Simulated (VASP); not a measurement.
# SnO2 (P-3m1) in VASP: single point with r2SCAN

Aim: the single point of SnO2 with r2SCAN.

Program: VASP 6.6.1. These are calculated values, not measurements. Logs are shortened: lines on timing, memory, paths and dates and some standing lists are left out, and cuts for length are marked.

### Step 1. The cell of the first run

It takes space group P-3m1 (No. 164, trigonal). Conventional cell: a = 3.228 Å, b = 3.228 Å, c = 5.490 Å, α = 90.00°, β = 90.00°, γ = 120.00°. Within 2.8 Å of Sn (site symmetry -3m) lie 6 O at 2.12 Å. O (site symmetry 3m) has 3 Sn at 2.12 Å and 3 O at 2.75 Å within 2.8 Å.

### Step 2. Single point, r2SCAN

File POSCAR:

```
SnO2
1.0
    3.2277956240      0.0000000000      0.0000000000
   -1.6138978120      2.7953530086      0.0000000000
    0.0000000000      0.0000000000      5.4898739544
Sn O
1 2
Direct
    0.0000000000      0.0000000000      0.0000000000
    0.3333333333      0.6666666667      0.1842883270
    0.6666666667      0.3333333333      0.8157116730
```

File INCAR.step1:

```
PREC = Accurate
ENCUT = 520
ISMEAR = 0
SIGMA = 0.02
LREAL = False
LASPH = True
NELM = 60
NBANDS = 20
GGA = PE
ALGO = Normal
EDIFF = 1E-4
LWAVE = True
LCHARG = False
```

File INCAR.step2:

```
PREC = Accurate
ENCUT = 520
EDIFF = 1E-6
ISMEAR = 0
SIGMA = 0.02
LREAL = False
LASPH = True
NELM = 60
ALGO = Normal
ISIF = 2
LWAVE = False
LCHARG = True
METAGGA = R2SCAN
LMIXTAU = True
LELF = True
LVHAR = True
NBANDS = 20
ISTART = 1
```

File KPOINTS:

```
regular mesh
0
Gamma
  12 12 6
```

Potentials or basis: VASP PAW PBE potentials, release 64 (Sn_d, O).

Launch:

```sh
$ cat potpaw_PBE.64/Sn_d/POTCAR potpaw_PBE.64/O/POTCAR > POTCAR
$ cp INCAR.step1 INCAR
$ mpirun -np 1 vasp_std > vasp.out
$ cp INCAR.step2 INCAR
$ mpirun -np 1 vasp_std > vasp.out
```

OUTCAR:

```text
PREC = Accurate
   ENCUT = 520
   EDIFF = 1E-6
   ISMEAR = 0
   LREAL = False
   LASPH = True
   NELM = 60
   ISIF = 2
   METAGGA = R2SCAN
   ISTART = 1

 ion  position               nearest neighbor table
   1  0.000  0.000  0.000-   2 2.12   3 2.12   2 2.12   3 2.12   3 2.12   2 2.12
   2  0.333  0.667  0.184-   1 2.12   1 2.12   1 2.12
   3  0.667  0.333  0.816-   1 2.12   1 2.12   1 2.12

  LATTYP: Found a hexagonal cell.
 ALAT       =     3.2277956240
 C/A-ratio  =     1.7008121312

  Lattice vectors:

 A1 = (   3.2277956240,   0.0000000000,   0.0000000000)
 A2 = (  -1.6138978120,   2.7953530086,   0.0000000000)
 A3 = (   0.0000000000,   0.0000000000,   5.4898739544)

Analysis of symmetry for initial positions (statically):
=====================================================================
 Subroutine PRICEL returns:
 Original cell was already a primitive cell.

 Routine SETGRP: Setting up the symmetry group for a
 hexagonal supercell.

 Subroutine GETGRP returns: Found 12 space group operations
 (whereof 12 operations were pure point group operations)
 out of a pool of 24 trial point group operations.

The static configuration has the point symmetry D_3d.

Analysis of symmetry for dynamics (positions and initial velocities):
=====================================================================
 Subroutine PRICEL returns:
 Original cell was already a primitive cell.

 Routine SETGRP: Setting up the symmetry group for a
 hexagonal supercell.

 Subroutine GETGRP returns: Found 12 space group operations
 (whereof 12 operations were pure point group operations)
 out of a pool of 24 trial point group operations.

The dynamic configuration has the point symmetry D_3d.

 Subroutine INISYM returns: Found 12 space group operations
 (whereof 12 operations are pure point group operations),
 and found     1 'primitive' translations

----------------------------------------------------------------------------------------

                                     Primitive cell

  volume of cell :      49.5342

  direct lattice vectors                    reciprocal lattice vectors
     3.227795624  0.000000000  0.000000000     0.309808958  0.178868285  0.000000000
    -1.613897812  2.795353009  0.000000000     0.000000000  0.357736571  0.000000000
     0.000000000  0.000000000  5.489873954     0.000000000  0.000000000  0.182153545

  length of vectors
     3.227795624  3.227795624  5.489873954     0.357736571  0.357736571  0.182153545

  position of ions in fractional coordinates (direct lattice)
     0.000000000  0.000000000  0.000000000
     0.333333333  0.666666667  0.184288327
     0.666666667  0.333333333  0.815711673

  ion indices of the primitive-cell ions
   primitive index   ion index
                 1           1
                 2           2
                 3           3

----------------------------------------------------------------------------------------

 KPOINTS: regular mesh

Automatic generation of k-mesh.
 Grid dimensions read from file:
 generate k-points for:   12   12    6

 Generating k-lattice:

  Cartesian coordinates                     Fractional coordinates (reciprocal lattice)
     0.025817413  0.014905690  0.000000000     0.083333333  0.000000000  0.000000000
     0.000000000  0.029811381  0.000000000     0.000000000  0.083333333  0.000000000
     0.000000000  0.000000000  0.030358924     0.000000000  0.000000000  0.166666667

  Length of vectors
     0.029811381  0.029811381  0.030358924

  Shift w.r.t. Gamma in fractional coordinates (k-lattice)
     0.000000000  0.000000000  0.000000000

 Subroutine IBZKPT returns following result:
 ===========================================

 Found    100 irreducible k-points:

 Following reciprocal coordinates:
            Coordinates               Weight
  0.000000  0.000000  0.000000      1.000000
  0.083333 -0.000000  0.000000      6.000000
  0.166667 -0.000000  0.000000      6.000000
  0.250000  0.000000  0.000000      6.000000
  0.333333  0.000000  0.000000      6.000000
  0.416667  0.000000  0.000000      6.000000
[... 16 lines left out ...]
  0.166667 -0.000000  0.166667      6.000000
  0.000000  0.166667  0.166667      6.000000
 [... further k-points ...]
   k-points           NKPTS =    100   k-points in BZ     NKDIM =    100   number of bands    NBANDS=     20
   number of dos      NEDOS =    301   number of ions     NIONS =      3
   total plane-waves  NPLWV =  24192
   dimension x,y,z NGX =    24 NGY =   24 NGZ =   42
   dimension x,y,z NGXF=    48 NGYF=   48 NGZF=   84
   ions per type =               1   2
   NGX,Y,Z   is equivalent  to a cutoff of  12.36, 12.36, 12.72 a.u.
   NGXF,Y,Z  is equivalent  to a cutoff of  24.72, 24.72, 25.44 a.u.
 SYSTEM =  unknown system
   PREC   = accura    normal or accurate (medium, high low for compatibility)
   ISTART =      1    job   : 0-new  1-cont  2-samecut
   ICHARG =      0    charge: 1-file 2-atom 10-const
   ISPIN  =      1    spin polarized calculation?
   LNONCOLLINEAR =      F non collinear calculations
   LSORBIT =      F    spin-orbit coupling
   LASPH  =      T    aspherical Exc in radial PAW
   ENCUT  =  520.0 eV  38.22 Ry    6.18 a.u.   6.00  6.00 10.21*2*pi/ulx,y,z
   NELM   =     60;   NELMIN=  2; NELMDL=  0     # of ELM steps
   EDIFF  = 0.1E-05   stopping-criterion for ELM
   LREAL  =      F    real-space projection
   EDIFFG = 0.1E-04   stopping-criterion for IOM
   NSW    =      0    number of steps for IOM
   IBRION =     -1    ionic relax: 0-MD 1-quasi-New 2-CG
   NFREE  =      0    steps in history (QN), initial steepest desc. (CG)
   ISIF   =      2    stress and relaxation
   ISYM   =      2    0-nonsym 1-usesym 2-fastsym
   POTIM  = 0.5000    time-step for ionic-motion
   TEBEG  =    0.0;   TEEND  =   0.0 temperature during run
   PSTRESS=    0.0 pullay stress
   NELECT =      26.0000    total number of electrons
   NUPDOWN=      -1.0000    fix difference up-down
   EMIN   =  10.00;   EMAX   =-10.00  energy-range for DOS
   EFERMI =   0.00;   METHOD = LEGACY
   ISMEAR =     0;   SIGMA  =   0.02  broadening in eV -4-tet -1-fermi 0-gaus
   EFERMI_NEDOS =   21; number of points for ismear=-14 and -15
   IALGO  =     38    algorithm
   IMIX   =      4    mixing-type and parameters
     AMIX     =   0.40;   BMIX     =  1.00
     AMIX_MAG =   1.60;   BMIX_MAG =  1.00
  volume/ion in A,a.u.               =      16.51       111.42
  Fermi-wavevector in a.u.,A,eV,Ry     =   1.320579  2.495532 23.727579  1.743928
  Thomas-Fermi vector in A             =   2.450395
   LORBIT       =      0    0 simple, 1 ext, 2 COOP (PROOUT), +10 PAW based schemes
   METAGGA = R2SCAN    functional components
   LHFCALC =     F    Hartree Fock is set to
   AEXX    =    0.0000 exact exchange contribution
   IVDW    =     0    specifies the selected vdW correction
   LEPSILON=     F    determine dielectric tensor
   LRPA    =     F    only Hartree local field effects (RPA)
 non-spin polarized calculation
 Gauss-broadening in eV      SIGMA  =   0.02
  energy-cutoff  :      520.00
  volume of cell :       49.53
 maximum number of plane-waves:      1362
   NGX = 13   NGY = 13   NGZ = 21

 number of electron      25.9999998 magnetization

 Free energy of the ion-electron system (eV)
  ---------------------------------------------------
  ext. energy  EPLUGINS =         0.00000000
  ---------------------------------------------------
  free energy    TOTEN  =       -41.58019484 eV

  energy without entropy =      -41.58019484  energy(sigma->0) =      -41.58019484

 E-fermi :   1.4403     XC(G=0):  -9.6829

 val. band max:        1.3515839325   @ k =   0.2500   0.1667   0.0000
 cond. band min:       4.1573264186   @ k =   0.0000   0.0000   0.0000
 fundamental gap:      2.8057424861
 Fermi energy:         1.4402571324

 k-point     1 :       0.0000    0.0000    0.0000
  band No.  band energies     occupation
      1     -19.1013      2.00000
      2     -18.8498      2.00000
      3     -18.8498      2.00000
      4     -18.6323      2.00000
      5     -18.6323      2.00000
      6     -17.2831      2.00000
[... 12 lines left out ...]
     19      18.8457      0.00000
     20      19.8747      0.00000

 k-point     2 :       0.0833   -0.0000    0.0000
  band No.  band energies     occupation
      1     -19.0707      2.00000
      2     -18.9210      2.00000
      3     -18.8361      2.00000
      4     -18.6465      2.00000
      5     -18.6319      2.00000
      6     -17.2435      2.00000
[... 12 lines left out ...]
     19      17.7550      0.00000
     20      19.9670      0.00000

 k-point     3 :       0.1667   -0.0000    0.0000
  band No.  band energies     occupation
      1     -19.1472      2.00000
      2     -18.9506      2.00000
      3     -18.8025      2.00000
      4     -18.6696      2.00000
      5     -18.6263      2.00000
      6     -17.1172      2.00000
[... 12 lines left out ...]
     19      16.4253      0.00000
     20      19.8073      0.00000

 k-point     4 :       0.2500    0.0000    0.0000
  band No.  band energies     occupation
      1     -19.3826      2.00000
      2     -18.8455      2.00000
      3     -18.7705      2.00000
      4     -18.6854      2.00000
      5     -18.6039      2.00000
      6     -16.9017      2.00000
[... 12 lines left out ...]
     19      15.3767      0.00000
     20      18.3500      0.00000

 k-point     5 :       0.3333    0.0000    0.0000
  band No.  band energies     occupation
      1     -19.5931      2.00000
      2     -18.7810      2.00000
      3     -18.7568      2.00000
      4     -18.6667      2.00000
      5     -18.5620      2.00000
      6     -16.6299      2.00000
[... 12 lines left out ...]
     19      15.0194      0.00000
     20      17.0551      0.00000

 k-point     6 :       0.4167    0.0000    0.0000
  band No.  band energies     occupation
      1     -19.7332      2.00000
      2     -18.7750      2.00000
      3     -18.7552      2.00000
      4     -18.6195      2.00000
      5     -18.5221      2.00000
      6     -16.3865      2.00000
[... 12 lines left out ...]
     19      15.2122      0.00000
     20      16.1683      0.00000

 k-point     7 :       0.5000    0.0000    0.0000
  band No.  band energies     occupation
      1     -19.7820      2.00000
      2     -18.7772      2.00000
      3     -18.7557      2.00000
      4     -18.5995      2.00000
      5     -18.5062      2.00000
      6     -16.2858      2.00000
[... 12 lines left out ...]
     19      15.2651      0.00000
     20      15.8450      0.00000
[... 277 lines left out ...]
 k-point    20 :       0.0000    0.0000    0.1667
  band No.  band energies     occupation
      1     -19.1011      2.00000
      2     -18.8498      2.00000
      3     -18.8498      2.00000
      4     -18.6323      2.00000
      5     -18.6323      2.00000
      6     -17.2789      2.00000
[... 12 lines left out ...]
     19      18.7004      0.00000
     20      19.7947      0.00000

 k-point    21 :       0.0833   -0.0000    0.1667
  band No.  band energies     occupation
      1     -19.0705      2.00000
      2     -18.9211      2.00000
      3     -18.8361      2.00000
      4     -18.6465      2.00000
      5     -18.6319      2.00000
      6     -17.2395      2.00000
[... 12 lines left out ...]
     19      17.7450      0.00000
     20      19.4410      0.00000

 k-point    22 :       0.0000    0.0833    0.1667
  band No.  band energies     occupation
      1     -19.0706      2.00000
      2     -18.9210      2.00000
      3     -18.8361      2.00000
      4     -18.6465      2.00000
      5     -18.6319      2.00000
      6     -17.2392      2.00000
[... 12 lines left out ...]
     19      17.7907      0.00000
     20      19.4337      0.00000

 k-point    23 :       0.1667   -0.0000    0.1667
  band No.  band energies     occupation
      1     -19.1471      2.00000
      2     -18.9508      2.00000
      3     -18.8025      2.00000
      4     -18.6696      2.00000
      5     -18.6263      2.00000
      6     -17.1140      2.00000
[... 12 lines left out ...]
     19      16.3969      0.00000
     20      19.3887      0.00000

 k-point    24 :       0.0000    0.1667    0.1667
  band No.  band energies     occupation
      1     -19.1476      2.00000
      2     -18.9505      2.00000
      3     -18.8025      2.00000
      4     -18.6696      2.00000
      5     -18.6263      2.00000
      6     -17.1126      2.00000
[... 12 lines left out ...]
     19      16.4934      0.00000
     20      18.8354      0.00000

 [... further k-points ...]
[... 5 lines left out ...]
  --------------------------------------------------------------------------------------
  -------------------------------------------------------------------------------------
  Total       -1.6456670     -1.6456670     -1.1567776      0.0000000      0.0000000      0.0000000
  in kB      -53.2288985    -53.2288985    -37.4158316      0.0000000      0.0000000      0.0000000
  external PRESSURE =     -47.9578762 kB  Pullay stress =       0.0000000 kB

 VOLUME and BASIS-vectors are now :
 -----------------------------------------------------------------------------
  energy-cutoff  :      520.00
  volume of cell :       49.53
      direct lattice vectors                 reciprocal lattice vectors
     3.227795624  0.000000000  0.000000000     0.309808958  0.178868285  0.000000000
    -1.613897812  2.795353009  0.000000000     0.000000000  0.357736571  0.000000000
     0.000000000  0.000000000  5.489873954     0.000000000  0.000000000  0.182153545

 POSITION                                       TOTAL-FORCE (eV/Angst)
 -----------------------------------------------------------------------------------
      0.00000      0.00000      0.00000         0.000000     -0.000000      0.000000
     -0.00000      1.86357      1.01172        -0.000000      0.000000     -0.452297
      1.61390      0.93178      4.47815         0.000000     -0.000000      0.452297
 -----------------------------------------------------------------------------------
    total drift:                               -0.000000      0.000000      0.000000

  FREE ENERGIE OF THE ION-ELECTRON SYSTEM (eV)
  ---------------------------------------------------
  free  energy   TOTEN  =       -41.5801948393 eV

  energy  without entropy=      -41.5801948393  energy(sigma->0) =      -41.58019484
```

It took 1.8 min on 1 thread of Intel Xeon 6975P-C (Granite Rapids), shared host; peak memory 0.23 GiB.

What came out:

```yaml
Free_energy: -41.5802 eV
Pressure: -4.8 GPa
Largest_force: 0.452 eV/Å
Band_gap_on_the_k_mesh: 2.81 eV, indirect (least direct gap 3.14 eV)
```

Forces on the atoms (eV/Å):
```
Sn   0.000  0.000  0.000
O    0.000  0.000 -0.452
O    0.000  0.000  0.452
```

Stress tensor (GPa, compression positive):
```
-5.32  0.00  0.00
 0.00 -5.32  0.00
 0.00  0.00 -3.74
```

Caveat: the PAW data sets were made with another functional, which shifts forces and pressure a little; spin-orbit coupling is left out, which moves the levels of the heavy elements. A k mesh can miss the band edges.
